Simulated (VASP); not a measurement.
# H3C2ClF4 in VASP: further runs, part 2 of 2

VASP 6.6.1.

## Step 4: Single point, LDA

The input, INCAR:

```
PREC     = Accurate       # precision mode
ENCUT    = 520            # plane-wave cutoff, eV
EDIFF    = 1E-6           # SCF threshold, eV
ISMEAR   = -1             # smearing method
SIGMA    = 0.02           # smearing width, eV
LREAL    = Auto         
LASPH    = True           # aspherical terms in the spheres
NELM     = 100            # most SCF steps
ALGO     = Normal         # electronic algorithm
ISIF     = 2              # what is computed and relaxed
LWAVE    = False          # write WAVECAR
LCHARG   = True           # write CHGCAR
GGA      = CA             # functional
LELF     = True           # ELF
LVHAR    = True         
NBANDS   = 118            # bands
```

The input, KPOINTS:

```
Automatic mesh
0
Gamma
  1 1 1
```

The input, POSCAR:

```
H3C2ClF4
1.0
    8.3663050000      0.0000000000      0.0000000000
    0.0000000000      8.3663050000      0.0000000000
    0.0000000000      0.0000000000      8.3663050000
C Cl H F
8 4 12 16
Direct
    1.3286988701      0.7694077613      0.7259118571
    0.4947703915     -0.0245508621      1.0078045206
   -0.0462330742      0.5721163644      0.0238097942
    0.9449452297      0.3685976067      0.5071175387
    0.5499799493      0.4266877672      0.3090014050
    0.6459721466      0.5143847852      0.7860937415
    0.0522452863      0.2359225488      0.0171282304
    0.5600919402      0.1111243255      0.2412295512
    1.0054976480      0.9533838415      0.7238679441
    0.3977861194     -0.0413922275      0.7718461137
    0.2358269272      0.7418687222      0.2713623278
    1.1233991589      0.4116512606      0.6203574935
   -6.0583734396     -5.9537274818     -8.2164229011
    1.7874079417      0.8032817355      0.3151809550
    0.9824408744      0.6944762353      0.8772689975
   -0.2289302147     -3.5555959291     -2.8142770315
    0.9861103558      0.5652316046      1.1579544375
    0.5521912003     -0.1464684828      1.0081272437
    3.8997263428      3.6062275999     -0.0102554234
    0.1483450579      0.5711481951      0.1301410838
    0.0066935164      0.6493906211      0.0012669870
    0.9800622856      0.4804988582      0.2856816719
    2.1784527339     -0.4804749528      0.0130882152
    0.9430806073      0.2223920835      0.5027189422
    0.7143774940      0.5116356623      0.3933397121
    0.6845315823      1.2199172753      0.8181389514
    0.5189626723      0.5471471576      0.1886376363
    0.4278471798      0.4876107194      0.4343375002
    0.7288761287      0.6225328864      0.8801256947
    0.5568527564      0.4337398649      0.8797193026
    0.5551196137      0.6167477758      0.6889540843
    0.7299996833      0.4275244567      0.6912609569
    0.1115785284      0.3759604748      0.0325711291
    0.0472251490      0.2016899934      0.1671108094
   -0.0907569112      0.2397474154     -0.0485160414
    0.1647919840      0.1612778879     -0.0583053092
    0.5657933819      0.1695013510      0.3903634878
    0.5562790264      0.2219139752      0.1430739138
    0.7108275398      0.0422408698      0.2289421674
    0.4505334195     -0.0016733791      0.2005664388
```

Potentials or basis: VASP PAW LDA potentials, release 64 (C, Cl, H, F).

On the command line:

```console
$ cat potpaw_LDA.64/C/POTCAR potpaw_LDA.64/Cl/POTCAR potpaw_LDA.64/H/POTCAR potpaw_LDA.64/F/POTCAR > POTCAR
$ mpirun -np 1 vasp_gam > vasp.out
```

OUTCAR:

```text
PREC = Accurate
   ENCUT = 520
   EDIFF = 1E-6
   ISMEAR = -1
   LREAL = Auto
   LASPH = True
   NELM = 100
   ISIF = 2
   GGA = CA

 ion  position               nearest neighbor table
   1  0.329  0.769  0.726-  10 1.73
   2  0.495  0.975  0.008-  18 1.13  40 1.67  10 2.14
   3  0.954  0.572  0.024-  19 0.61  21 0.81  17 1.16
   4  0.945  0.369  0.507-  24 1.22  12 1.80
   5  0.550  0.427  0.309-  27 1.45  28 1.55  25 1.70
   6  0.646  0.514  0.786-  30 1.27  32 1.29  29 1.39  31 1.40
   7  0.052  0.236  0.017-  33 1.28  34 1.29  36 1.29  35 1.32
   8  0.560  0.111  0.241-  38 1.24  37 1.34  40 1.36  39 1.39
   9  0.005  0.953  0.724-  13 1.07
  10  0.398  0.959  0.772-   1 1.73   2 2.14
  11  0.236  0.742  0.271-
  12  0.123  0.412  0.620-   4 1.80
  13  0.942  0.046  0.784-   9 1.07
  14  0.787  0.803  0.315-
  15  0.982  0.694  0.877-
  16  0.771  0.444  0.186-
  17  0.986  0.565  0.158-   3 1.16
[... 11 lines left out ...]
  29  0.729  0.623  0.880-   6 1.39
  30  0.557  0.434  0.880-   6 1.27
  31  0.555  0.617  0.689-   6 1.40
[... 264 lines left out ...]
 fundamental gap:      0.0085089019
 Fermi energy:        -0.9950567453

 k-point     1 :       0.0000    0.0000    0.0000
  band No.  band energies     occupation
      1     -31.9497      2.00000
      2     -31.9084      2.00000
      3     -30.1237      2.00000
      4     -29.5935      2.00000
      5     -28.3751      2.00000
      6     -28.2965      2.00000
[... 96 lines left out ...]
    103       3.5338      0.00000
    104       3.6314      0.00000
 [bands above 104 left out]

------------------------ aborting loop because EDIFF is reached ----------------------------------------

  FORCE on cell =-STRESS in cart. coord.  units (eV):
  Direction    XX          YY          ZZ          XY          YZ          ZX
  --------------------------------------------------------------------------------------
  -------------------------------------------------------------------------------------
  Total       38.8920789     45.6300370     11.8847983    -16.6992095    -13.0471094     10.7934866
  in kB      106.4071133    124.8418869     32.5163146    -45.6883440    -35.6963496     29.5305314
  external PRESSURE =      87.9217716 kB  Pullay stress =       0.0000000 kB

 VOLUME and BASIS-vectors are now :
 -----------------------------------------------------------------------------
  energy-cutoff  :      520.00
  volume of cell :      585.60
      direct lattice vectors                 reciprocal lattice vectors
     8.366305000  0.000000000  0.000000000     0.119527079  0.000000000  0.000000000
     0.000000000  8.366305000  0.000000000     0.000000000  0.119527079  0.000000000
     0.000000000  0.000000000  8.366305000     0.000000000  0.000000000  0.119527079

 POSITION                                       TOTAL-FORCE (eV/Angst)
 -----------------------------------------------------------------------------------
      2.75000      6.43710      6.07320         0.753670      2.676939      0.417579
      4.13940      8.16090      0.06529         0.631575     -0.133806     -3.403391
      7.97951      4.78650      0.19920        52.697947    -53.234639     43.287589
      7.90570      3.08380      4.24270         3.397942     -0.955994     -0.828761
      4.60130      3.56980      2.58520        -0.752577      7.232670      1.864794
      5.40440      4.30350      6.57670        -0.894667      2.718431     -0.433515
[... 32 lines left out ...]
      5.94700      0.35340      1.91540        -1.067796     -0.553422     -0.244646
      3.76930      8.35231      1.67800        -1.271183     -0.728162      2.531554
 -----------------------------------------------------------------------------------
    total drift:                               -0.008862     -0.006390     -0.009113

  FREE ENERGIE OF THE ION-ELECTRON SYSTEM (eV)
  ---------------------------------------------------
  free  energy   TOTEN  =      -145.8915596365 eV

  energy  without entropy=     -145.8363022729  energy(sigma->0) =     -145.86393095
```

OSZICAR:

```text
N       E                     dE             d eps       ncg     rms          rms(c)
DAV:   1     0.175454522012E+04    0.17545E+04   -0.10737E+05   252   0.148E+03
DAV:   2    -0.145204261412E+01   -0.17560E+04   -0.16996E+04   298   0.355E+02
DAV:   3    -0.168351050546E+03   -0.16690E+03   -0.16510E+03   272   0.118E+02
[... 17 lines left out ...]
DAV:  21    -0.145891508121E+03    0.17175E-02   -0.17268E-02   272   0.435E-02    0.335E-02
DAV:  22    -0.145891554057E+03   -0.45936E-04   -0.60905E-05   264   0.227E-02    0.208E-02
DAV:  23    -0.145891563654E+03   -0.95973E-05   -0.37531E-05   264   0.117E-02    0.540E-02
DAV:  24    -0.145891558953E+03    0.47014E-05   -0.13349E-05   192   0.588E-03    0.547E-03
DAV:  25    -0.145891559637E+03   -0.68358E-06   -0.92019E-07   160   0.385E-03
   1 F= -.14589156E+03 E0= -.14586393E+03  d E =-.552574E-01
```

stdout:

```text
POSCAR found type information on POSCAR C ClH F
 POSCAR found :  4 types and      40 ions
 scaLAPACK will be used
 LDA part: xc-table for (Slater(with rela. corr.)+CA(PZ))
 , standard interpolation
 -----------------------------------------------------------------------------
|                                                                             |
|           W    W    AA    RRRRR   N    N  II  N    N   GGGG   !!!           |
|           W    W   A  A   R    R  NN   N  II  NN   N  G    G  !!!           |
|           W    W  A    A  R    R  N N  N  II  N N  N  G       !!!           |
|           W WW W  AAAAAA  RRRRR   N  N N  II  N  N N  G  GGG   !            |
|           WW  WW  A    A  R   R   N   NN  II  N   NN  G    G                |
|           W    W  A    A  R    R  N    N  II  N    N   GGGG   !!!           |
|                                                                             |
|     The distance between some ions is very small. Please check the          |
|     nearest-neighbor list in the OUTCAR file.                               |
|     I HOPE YOU KNOW WHAT YOU ARE DOING!                                     |
|                                                                             |
 -----------------------------------------------------------------------------

 POSCAR, INCAR and KPOINTS ok, starting setup
 FFT: planning ... GRIDC
 FFT: planning ... GRID_SOFT
 FFT: planning ... GRID
 WAVECAR not read
 entering main loop
```

It took 3.7 min on 1 thread of Intel Xeon 8259CL, shared host; peak memory 0.44 GiB.

What came out:

```
Free energy   : -145.8916 eV
Pressure      : 8.8 GPa
Largest force : 86.515 eV/Å
```

Forces in eV/Å, atoms in the order of the input:
```
C     0.754   2.677   0.418
C     0.632  -0.134  -3.403
C    52.698 -53.235  43.288
C     3.398  -0.956  -0.829
C    -0.753   7.233   1.865
C    -0.895   2.718  -0.434
C    -0.548  -0.931   0.593
C     5.233  -0.143   2.623
Cl    5.981  -9.495  -6.115
Cl   -0.724  -2.904   0.008
Cl   -0.927  -0.879  -0.782
Cl   -2.124  -0.291  -0.985
H    -6.605   9.141   5.883
H     0.102  -0.309  -0.063
H     1.298  -0.440  -0.882
H     0.494   0.170   1.104
H    -1.539   0.390  -0.262
H    -0.286  -0.166   0.526
H   -68.527  35.636 -37.452
H     2.682   1.277  -1.149
H    15.360  20.794  -3.315
H    -0.933  -0.953   1.662
H     0.254   3.103   1.522
H    -0.306   2.071   0.222
F    -2.170  -0.814  -1.587
F    -0.347  -2.913   0.120
F     0.673  -1.977   1.416
F     2.244  -1.888  -2.212
F    -1.091  -0.613  -1.587
F    -1.412   0.335   0.711
F     0.278  -0.707   0.495
F     0.992   1.069  -0.427
F     1.331   1.180  -1.357
F    -1.239  -3.330   2.653
F     0.929  -0.755  -0.092
F     0.356  -2.443  -1.359
F    -1.881  -2.119  -0.081
F    -1.044   1.882  -3.020
F    -1.068  -0.553  -0.245
F    -1.271  -0.728   2.532
```

Stress tensor (GPa, compression positive):
```
10.64 -4.57  2.95
-4.57 12.48 -3.57
 2.95 -3.57  3.25
```

Caveat: the k points lie up to 0.75 Å⁻¹ apart; atoms lie so close that the PAW spheres overlap strongly, which falsifies energies and pressures; the atoms stand as in a frame of molecular dynamics.

## Step 5: Single point, LDA

The input, INCAR:

```
ALGO = Normal
EDIFF = 1E-6
ENCUT = 520
ISIF = 2
ISMEAR = -1
LASPH = T
LCHARG = F
LREAL = Auto
LWAVE = F
NBANDS = 118
NELM = 80
PREC = Accurate
SIGMA = 0.02
```

The input, KPOINTS:

```
k-points
0
Gamma
  1 1 1
```

The input, POSCAR:

```
H3C2ClF4
1.0
    8.3663050000      0.0000000000      0.0000000000
    0.0000000000      8.3663050000      0.0000000000
    0.0000000000      0.0000000000      8.3663050000
C Cl H F
8 4 12 16
Direct
    1.7837743185      0.9267771137      1.0866923929
    2.9251025393     -1.7130860039      1.1576317144
   -6.0656167806      4.9153718398      1.5246157055
    0.9055132463      0.7877312625      0.5868660060
   -0.3490429766      2.2102349843      0.2172643718
    1.1717717678      0.5267080270      1.1168012641
   -0.0470697638      0.4577767605      0.3247311687
   -4.6447505799     -0.9841023008      2.0300479124
    3.1933571630      3.7662026426      1.7482389179
   -0.3336239833     -1.2653375654      0.1480462402
    0.3801319698      0.8312510720      0.3492700780
    1.2681942626      0.6810413916      0.5803756856
  -19.7820901820    -19.1048617042    -31.1285926105
   -2.7910768254     -5.2906868683      3.6141283398
  -11.7699988227     -2.0141388582      1.8939782855
  -12.4619769420    -35.8620920466    -56.3583565266
    7.0734691121     -2.0474151970     -2.1742214753
    6.7977201405     36.8920090769    -29.1268726158
   -5.2278156247     19.7364427905     -7.8044608701
   -3.2135930976      2.7880408376     -2.4801988452
    0.7952734212      1.5435607475     -0.8887555498
  -75.6159140744    -27.8877353862    -26.0613377112
   14.5442223299     -5.6404470074     -5.1494297662
    0.4547646781     -1.3018650408      0.7613157780
    1.2250688924     -0.3046386667      1.1246302878
    1.2576041634      2.3674369988      1.9206089188
   -0.1327587268     -1.3019128516      1.4785858273
    0.3503219163      0.4871923747      0.4303692012
    3.9870886849      0.7184653201     -1.0846365271
    1.1246422405     -0.0263318155      2.0559852886
    0.6330990802      0.3873275000      0.7481319412
    0.6003725659      0.1491458894      0.8434308814
    0.2745417481      0.2702746314      0.2008293984
    0.2904388496      0.0154907095     -0.0500101299
   -0.1845378575      0.3482780033      0.1358544782
    3.8089933370     -1.8212938687      1.0777278619
    0.4803195676      0.0921434253      0.5758575620
    0.5365451056      0.1189055383      0.0763180400
    0.6843283863      0.4443060586      0.4331661349
    0.5322062727     -0.0362764685      0.3072682624
```

Potentials or basis: VASP PAW LDA potentials, release 64 (C, Cl, H, F).

On the command line:

```console
$ cat potpaw_LDA.64/C/POTCAR potpaw_LDA.64/Cl/POTCAR potpaw_LDA.64/H/POTCAR potpaw_LDA.64/F/POTCAR > POTCAR
$ mpirun -np 1 vasp_gam > vasp.out
```

OUTCAR:

```text
EDIFF = 1E-6
   ENCUT = 520
   ISIF = 2
   ISMEAR = -1
   LASPH = T
   LREAL = Auto
   NELM = 80
   PREC = Accurate

 ion  position               nearest neighbor table
   1  0.784  0.927  0.087-  10 1.95
   2  0.925  0.287  0.158-  35 1.07  36 1.49   7 2.01
   3  0.934  0.915  0.525-   4 1.21  27 1.94
   4  0.906  0.788  0.587-  20 1.14   3 1.21  27 1.22
   5  0.651  0.210  0.217-  38 1.70  36 1.78  35 1.92
   6  0.172  0.527  0.117-  25 1.48
   7  0.953  0.458  0.325-   2 2.01
   8  0.355  0.016  0.030-  34 0.86  22 1.14  38 1.79  30 1.97
   9  0.193  0.766  0.748-  14 1.23  13 1.51  12 1.69  29 2.26
[... 403 lines left out ...]
  Total      175.9266971     87.6611869    131.4128150    -13.0739221     53.3650041     31.3463832
  in kB      481.3281397    239.8373681    359.5400061    -35.7697081    146.0044356     85.7624030
  external PRESSURE =     360.2351713 kB  Pullay stress =       0.0000000 kB

 VOLUME and BASIS-vectors are now :
 -----------------------------------------------------------------------------
  energy-cutoff  :      520.00
  volume of cell :      585.60
      direct lattice vectors                 reciprocal lattice vectors
     8.366305000  0.000000000  0.000000000     0.119527079  0.000000000  0.000000000
     0.000000000  8.366305000  0.000000000     0.000000000  0.119527079  0.000000000
     0.000000000  0.000000000  8.366305000     0.000000000  0.000000000  0.119527079

 POSITION                                       TOTAL-FORCE (eV/Angst)
 -----------------------------------------------------------------------------------
      6.55729      7.75370      0.72530         0.704361      0.235477     -4.113879
      7.73969      2.40041      1.31880        18.270715     -8.703824      4.981989
      7.81734      7.65828      4.38910         2.242841      9.057176     -0.244591
      7.57580      6.59040      4.90990         4.149762      3.307464     10.560874
      5.44610      1.75889      1.81770        -3.815779     -3.265833     -1.294869
      1.43709      4.40660      0.97719         1.058673      2.170709     -0.287115
[... 32 lines left out ...]
      5.72530      3.71720      3.62400         1.765132      0.146025     -1.389839
      4.45260      8.06281      2.57070        -0.523672     -0.330081      0.385090
 -----------------------------------------------------------------------------------
    total drift:                               -0.009988     -0.030445     -0.006442

  FREE ENERGIE OF THE ION-ELECTRON SYSTEM (eV)
  ---------------------------------------------------
  free  energy   TOTEN  =       -52.4049025277 eV

  energy  without entropy=      -52.3404952845  energy(sigma->0) =      -52.37269891
```

stdout:

```text
POSCAR found type information on POSCAR C ClH F
 POSCAR found :  4 types and      40 ions
 scaLAPACK will be used
 LDA part: xc-table for (Slater(with rela. corr.)+CA(PZ))
 , standard interpolation
 -----------------------------------------------------------------------------
|                                                                             |
|           W    W    AA    RRRRR   N    N  II  N    N   GGGG   !!!           |
|           W    W   A  A   R    R  NN   N  II  NN   N  G    G  !!!           |
|           W    W  A    A  R    R  N N  N  II  N N  N  G       !!!           |
|           W WW W  AAAAAA  RRRRR   N  N N  II  N  N N  G  GGG   !            |
|           WW  WW  A    A  R   R   N   NN  II  N   NN  G    G                |
|           W    W  A    A  R    R  N    N  II  N    N   GGGG   !!!           |
|                                                                             |
|     The distance between some ions is very small. Please check the          |
|     nearest-neighbor list in the OUTCAR file.                               |
|     I HOPE YOU KNOW WHAT YOU ARE DOING!                                     |
|                                                                             |
 -----------------------------------------------------------------------------

 POSCAR, INCAR and KPOINTS ok, starting setup
 FFT: planning ... GRIDC
 FFT: planning ... GRID_SOFT
 FFT: planning ... GRID
 WAVECAR not read
 entering main loop
```

Wall time 3.7 min (1 thread of Intel Xeon 8259CL, shared host); peak memory 0.46 GiB.

Results:

- Free energy: -52.4049 eV
- Pressure: 36.0 GPa
- Largest force: 189.516 eV/Å

Forces in eV/Å, atoms in the order of the input:
```
C      0.704    0.235   -4.114
C     18.271   -8.704    4.982
C      2.243    9.057   -0.245
C      4.150    3.307   10.561
C     -3.816   -3.266   -1.295
C      1.059    2.171   -0.287
C     -0.683   -0.805   -0.665
C     64.998   -0.547   81.613
Cl    -4.138    8.589   18.270
Cl   -20.844   -1.496  -10.259
Cl     1.584    1.342   -0.226
Cl   148.051  -76.265  -90.447
H     -5.033   -8.139   -3.545
H   -143.391   63.911   70.706
H    -26.118   -8.731  -21.743
H      6.713    5.321    7.877
H      0.338   -0.481    0.765
H     -0.127    0.477    3.292
H     21.549   -0.026   10.437
H     -5.493    3.946    0.475
H      0.559    1.160    1.031
H     10.017   10.068   -0.057
H      2.968    0.218   -3.772
H      0.335    0.197    0.412
F     -1.040   -5.096   -0.497
F     -0.043    0.973    0.578
F     -1.461  -16.129  -10.680
F     -0.787    1.035   -0.093
F     -0.340    0.085    0.319
F     -5.561   -0.786    3.272
F     -2.986    0.589    3.256
F     -1.143   -0.682   -0.989
F     -0.087    0.261   -0.319
F    -42.646    9.942  -59.632
F    -17.548   29.478   -0.471
F      0.494  -19.207   -5.566
F     -6.787   -5.387   -7.460
F      4.799    3.567    5.521
F      1.765    0.146   -1.390
F     -0.524   -0.330    0.385
```

Caveat: the k points lie up to 0.75 Å⁻¹ apart; atoms lie so close that the PAW spheres overlap strongly, which falsifies energies and pressures; the atoms stand as in a frame of molecular dynamics.

## Step 6: The runs side by side

```csv
cell,gap on the mesh (eV),pressure (GPa),largest force (eV/Å)
"as given, atomic positions A",5.15,0.3,4.16
"as given, atomic positions B",5.28,0.3,4.33
"as given, atomic positions C",-,8.8,86.51
"as given, atomic positions D",-,36.0,189.52
```

Alike in all rows: task single point; level LDA; potentials or basis VASP PAW LDA potentials, release 64 (C, Cl, H, F); no spin polarisation; k mesh 1 × 1 × 1; cutoff (eV) 520; smearing fermi-dirac 0.02 eV.

Caveats: all runs use coarse meshes; atoms lie so close that the PAW spheres overlap strongly, which falsifies energies and pressures (at least some runs); the atoms stand as in a frame of molecular dynamics (at least some runs).

Total energies depend on the potentials used, so only differences within one code and one set of settings carry meaning.
